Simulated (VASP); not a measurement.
# H6C2O in VASP: a series of runs

H6C2O is run at these levels: PBEsol; tasks: single point, relaxation of the atoms.

Everything below comes from runs of VASP 6.6.1. Logs are shortened: lines on timing, memory, paths and dates and some standing lists are left out, and cuts for length are marked.

## (1) The cell of the first run

The cell holds a disordered packing, 36 atoms: a = 7.294 Å, b = 7.294 Å, c = 7.294 Å, α = 90.00°, β = 90.00°, γ = 90.00°.

## (2) Single point, PBEsol

File INCAR:

```
ALGO = Normal
EDIFF = 1E-6
ENCUT = 520
GGA = PS
ISIF = 2
ISMEAR = -1
LASPH = True
LCHARG = False
LREAL = Auto
LWAVE = False
NBANDS = 64
NELM = 100
PREC = Accurate
SIGMA = 0.05
```

File KPOINTS:

```
k-points
0
Gamma
  1 1 1
```

File POSCAR:

```
H6C2O
1.0
    7.2936330000      0.0000000000      0.0000000000
    0.0000000000      7.2936330000      0.0000000000
    0.0000000000      0.0000000000      7.2936330000
C O H
8 4 24
Direct
    0.9846259059      0.9283302299      0.4951716106
    0.9586032091      0.8794656929      0.6961277048
    0.5796973881      0.5603380373     -0.0599701137
    0.3951117365      0.5351516864      0.0402954193
    0.9092313803      0.3058832272      0.2248262286
    0.9227911522      0.4508726995      0.3569688796
    0.5038092813      0.9734106446      0.3360328111
    0.4805698340      0.8435713725      0.4964604059
    0.9393672536      1.0394545489      0.8091577956
    0.3964142424      0.3695003574      0.1414247193
    0.7924308777      0.5817128446      0.3151104532
    0.3814834116      0.9229419687      0.6330727088
    0.8265702428      1.0173805016      0.8773542623
    0.8405550430      0.7881257530      0.7217939263
    1.0696315540      0.7954334966      0.7524645125
    1.0493673043      0.8129693391      0.4172680474
    0.8605313703      0.9820208941      0.4245895016
    1.0918152860      1.0342445253      0.5021365895
    0.5206870156      0.3352650181      0.1614010466
    0.3673752162      0.6512529490      0.1431659641
    0.2846455258      0.5313127217     -0.0561311489
    0.5624905997      0.6558048643     -0.1802256845
    0.6962099683      0.6200750710      0.0259130121
    0.6275336310      0.4276606734     -0.1042141824
    0.7874402235      0.6747940293      0.4045994637
    0.8927375425      0.3909162964      0.4893583212
    1.0725656199      0.5104314955      0.3588060984
    0.9717790846      0.1754543997      0.2737730292
    0.7626103480      0.2708663844      0.2091276049
    0.9580822068      0.3468093336      0.0957547494
    0.3843626352      0.8788487164      0.7493110772
    0.4093981696      0.7075486249      0.4348450217
    0.6185806168      0.8109813038      0.5381543053
    0.5525504231      0.9116033121      0.2158869249
    0.3695551997      1.0386456242      0.2975746106
    0.5888971929      1.0957502249      0.3622885879
```

Potentials or basis: VASP PAW PBE potentials, release 64 (C, O, H).

On the command line:

```console
cat potpaw_PBE.64/C/POTCAR potpaw_PBE.64/O/POTCAR potpaw_PBE.64/H/POTCAR > POTCAR
mpirun -np 1 vasp_gam > vasp.out
```

OUTCAR:

```text
EDIFF = 1E-6
   ENCUT = 520
   GGA = PS
   ISIF = 2
   ISMEAR = -1
   LASPH = True
   LREAL = Auto
   NELM = 100
   PREC = Accurate

 ion  position               nearest neighbor table
   1  0.985  0.928  0.495-  18 1.10  17 1.11  16 1.12   2 1.52
   2  0.959  0.879  0.696-  15 1.10  14 1.10   9 1.44   1 1.52
   3  0.580  0.560  0.940-  24 1.08  22 1.13  23 1.14   4 1.54
   4  0.395  0.535  0.040-  21 1.07  20 1.15  10 1.42   3 1.54
   5  0.909  0.306  0.225-  30 1.05  29 1.11  28 1.11   6 1.43
   6  0.923  0.451  0.357-  26 1.08  27 1.18  11 1.38   5 1.43
   7  0.504  0.973  0.336-  34 1.05  36 1.10  35 1.12   8 1.51
   8  0.481  0.844  0.496-  33 1.08  32 1.21  12 1.36   7 1.51
   9  0.939  0.039  0.809-  13 0.97   2 1.44
  10  0.396  0.370  0.141-  19 0.95   4 1.42
  11  0.792  0.582  0.315-  25 0.94   6 1.38
  12  0.381  0.923  0.633-  31 0.91   8 1.36
  13  0.827  0.017  0.877-   9 0.97
  14  0.841  0.788  0.722-   2 1.10
  15  0.070  0.795  0.752-   2 1.10
  16  0.049  0.813  0.417-   1 1.12
  17  0.861  0.982  0.425-   1 1.11
[... 17 lines left out ...]
  35  0.370  0.039  0.298-   7 1.12
  36  0.589  0.096  0.362-   7 1.10

  LATTYP: Found a simple cubic cell.
 ALAT       =     7.2936330000

  Lattice vectors:

 A1 = (   7.2936330000,   0.0000000000,   0.0000000000)
 A2 = (   0.0000000000,   7.2936330000,   0.0000000000)
 A3 = (   0.0000000000,   0.0000000000,   7.2936330000)

Analysis of symmetry for initial positions (statically):
=====================================================================
 Subroutine PRICEL returns:
 Original cell was already a primitive cell.

 Routine SETGRP: Setting up the symmetry group for a
 simple cubic supercell.

 Subroutine GETGRP returns: Found  1 space group operations
 (whereof  1 operations were pure point group operations)
 out of a pool of 48 trial point group operations.

The static configuration has the point symmetry C_1 .

Analysis of symmetry for dynamics (positions and initial velocities):
=====================================================================
 Subroutine PRICEL returns:
 Original cell was already a primitive cell.

 Routine SETGRP: Setting up the symmetry group for a
 simple cubic supercell.

 Subroutine GETGRP returns: Found  1 space group operations
 (whereof  1 operations were pure point group operations)
 out of a pool of 48 trial point group operations.

The dynamic configuration has the point symmetry C_1 .

 Subroutine INISYM returns: Found  1 space group operations
 (whereof  1 operations are pure point group operations),
 and found     1 'primitive' translations

[... 145 lines left out ...]
   ISYM   =      2    0-nonsym 1-usesym 2-fastsym
   POTIM  = 0.5000    time-step for ionic-motion
   TEBEG  =    0.0;   TEEND  =   0.0 temperature during run
   PSTRESS=    0.0 pullay stress
   NELECT =      80.0000    total number of electrons
   NUPDOWN=      -1.0000    fix difference up-down
   EMIN   =  10.00;   EMAX   =-10.00  energy-range for DOS
   EFERMI =   0.00;   METHOD = LEGACY
   ISMEAR =    -1;   SIGMA  =   0.05  broadening in eV -4-tet -1-fermi 0-gaus
   EFERMI_NEDOS =   21; number of points for ismear=-14 and -15
   IALGO  =     38    algorithm
   IMIX   =      4    mixing-type and parameters
     AMIX     =   0.40;   BMIX     =  1.00
     AMIX_MAG =   1.60;   BMIX_MAG =  1.00
  volume/ion in A,a.u.               =      10.78        72.73
  Fermi-wavevector in a.u.,A,eV,Ry     =   0.967151  1.827650 12.726630  0.935381
  Thomas-Fermi vector in A             =   2.097013
   LORBIT       =      0    0 simple, 1 ext, 2 COOP (PROOUT), +10 PAW based schemes
   GGA     = PS    functional components
   LHFCALC =     F    Hartree Fock is set to
   AEXX    =    0.0000 exact exchange contribution
   IVDW    =     0    specifies the selected vdW correction
   LEPSILON=     F    determine dielectric tensor
   LRPA    =     F    only Hartree local field effects (RPA)
 non-spin polarized calculation
  energy-cutoff  :      520.00
  volume of cell :      388.00
 maximum number of plane-waves:      5198
 NGX is ok and might be reduce to    54
   NGX = 27   NGY = 27   NGZ = 27

 number of electron      79.9999996 magnetization

 Free energy of the ion-electron system (eV)
  ---------------------------------------------------
  ext. energy  EPLUGINS =         0.00000000
  ---------------------------------------------------
  free energy    TOTEN  =      -188.14168937 eV

  energy without entropy =     -188.14168937  energy(sigma->0) =     -188.14168937

 E-fermi :  -1.7153     XC(G=0):  -6.4472

 val. band max:       -2.9367018053   @ k =   0.0000   0.0000   0.0000
 cond. band min:       1.8204613217   @ k =   0.0000   0.0000   0.0000
 fundamental gap:      4.7571631270
 Fermi energy:        -1.7152888293

 k-point     1 :       0.0000    0.0000    0.0000
  band No.  band energies     occupation
      1     -23.3648      2.00000
      2     -22.9397      2.00000
      3     -22.4061      2.00000
      4     -22.3678      2.00000
      5     -15.8885      2.00000
      6     -15.7980      2.00000
[... 44 lines left out ...]
     51       5.4138      0.00000
     52       5.5652      0.00000
 [bands above 52 left out]

------------------------ aborting loop because EDIFF is reached ----------------------------------------

  FORCE on cell =-STRESS in cart. coord.  units (eV):
  Direction    XX          YY          ZZ          XY          YZ          ZX
  --------------------------------------------------------------------------------------
  -------------------------------------------------------------------------------------
  Total        2.6561895      4.2150714      9.4791956     -3.9074770      0.8568463     -0.3736787
  in kB       10.9682647     17.4053914     39.1426610    -16.1352350      3.5381952     -1.5430402
  external PRESSURE =      22.5054390 kB  Pullay stress =       0.0000000 kB

 VOLUME and BASIS-vectors are now :
 -----------------------------------------------------------------------------
  energy-cutoff  :      520.00
  volume of cell :      388.00
      direct lattice vectors                 reciprocal lattice vectors
     7.293633000  0.000000000  0.000000000     0.137105884  0.000000000  0.000000000
     0.000000000  7.293633000  0.000000000     0.000000000  0.137105884  0.000000000
     0.000000000  0.000000000  7.293633000     0.000000000  0.000000000  0.137105884

 POSITION                                       TOTAL-FORCE (eV/Angst)
 -----------------------------------------------------------------------------------
      7.18150      6.77090      3.61160         0.659644     -0.267592      0.498987
      6.99170      6.41450      5.07730        -0.539816     -0.395294      0.127070
      4.22810      4.08690      6.85623         0.023014      1.835954      0.426809
      2.88180      3.90320      0.29390         1.670782      0.920188      1.449693
      6.63160      2.23100      1.63980        -0.811041     -2.472857     -0.139940
      6.73050      3.28850      2.60360         2.213622      1.083230      1.472343
[... 28 lines left out ...]
      2.69540      0.28187      2.17040         0.317833     -0.444447      0.150997
      4.29520      0.69837      2.64240         0.237768     -0.210918      0.444768
 -----------------------------------------------------------------------------------
    total drift:                                0.032374      0.009568      0.004002

  FREE ENERGIE OF THE ION-ELECTRON SYSTEM (eV)
  ---------------------------------------------------
  free  energy   TOTEN  =      -188.1416893711 eV

  energy  without entropy=     -188.1416893710  energy(sigma->0) =     -188.14168937
```

stdout:

```text
POSCAR found type information on POSCAR C O H
 POSCAR found :  3 types and      36 ions
 scaLAPACK will be used
 -----------------------------------------------------------------------------
|                                                                             |
|                                                                             |
|     You enforced a specific xc type in the INCAR file but a different       |
|     I HOPE YOU KNOW WHAT YOU ARE DOING!                                     |
|                                                                             |
 -----------------------------------------------------------------------------

 LDA part: xc-table for (Slater+PW92), standard interpolation
 POSCAR, INCAR and KPOINTS ok, starting setup
 FFT: planning ... GRIDC
 FFT: planning ... GRID_SOFT
 FFT: planning ... GRID
 WAVECAR not read
 entering main loop
```

It took 1.8 min on 1 thread of AMD EPYC 7R13, shared host; peak memory 0.33 GiB.

Results:

```yaml
Free_energy: -188.1417 eV
Pressure: 2.3 GPa
Largest_force: 4.321 eV/Å
Band_gap_on_the_k_mesh: 4.76 eV
```

Forces in eV/Å, atoms in the order of the input:
```
C    0.660 -0.268  0.499
C   -0.540 -0.395  0.127
C    0.023  1.836  0.427
C    1.671  0.920  1.450
C   -0.811 -2.473 -0.140
C    2.214  1.083  1.472
C   -1.899  1.885  1.005
C   -0.602 -1.837 -2.290
O   -0.406 -0.142 -0.201
O   -1.444 -0.117 -0.166
O   -0.865 -0.042 -1.694
O   -1.303  2.910 -2.917
H    0.147  0.367  0.128
H   -0.373 -0.008 -0.254
H    0.688  0.015 -0.247
H   -0.411  0.323  0.231
H    0.264 -0.248  0.341
H   -0.011  0.186 -0.300
H    1.136 -0.160  0.331
H    0.196 -0.503 -0.903
H   -0.914 -0.154 -0.719
H    0.116 -0.609  0.291
H   -1.102 -0.456 -0.267
H    0.145 -0.650 -0.652
H    0.074  1.241  1.228
H    0.126 -0.101  1.084
H   -1.384 -0.543  0.094
H    0.206  0.634 -0.420
H   -0.062 -0.020 -0.077
H    0.736  0.175 -1.744
H    0.483 -1.926  3.448
H    0.981  1.521  0.988
H    0.933 -0.655  0.653
H    0.775 -1.135 -1.401
H    0.318 -0.444  0.151
H    0.238 -0.211  0.445
```

Caveat: the k points lie up to 0.86 Å⁻¹ apart; the PAW data sets were made with another functional, which shifts forces and pressure a little.

(Part 1 of 2 ends here.)
